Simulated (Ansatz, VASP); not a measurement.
## One calculation of Ba, two programs

```xyz
1
Lattice="-2.4399 2.4399 2.4399 2.4399 -2.4399 2.4399 2.4399 2.4399 -2.4399" Properties=species:S:1:pos:R:3 pbc="T T T"
Ba    0.0000    0.0000    0.0000
```

Alike in both runs: task single point; functional PBEsol; k mesh 23 × 23 × 23; no spin polarisation.

|  | VASP | Ansatz |
| --- | --- | --- |
| version | VASP 6.6.1 | Ansatz 0.2.0 |
| potentials or method | VASP PAW PBE potentials, release 64 (Ba_sv) | plane-wave PAW, scalar-relativistic |
| plane-wave cutoff (eV) | 500 | 420 |
| occupations | methfessel-paxton of order 1, width 0.1 eV | cold, width 0.1 eV |
| valence electrons in the cell | 10 | 10 |

```tsv
	VASP	Ansatz	Ansatz less VASP
pressure (GPa)	0.1	0.0	-0.08
```

VASP's potentials were made for PBE, not for PBEsol, and Ansatz warns of the same on its side.

Neither program's run includes spin-orbit coupling.
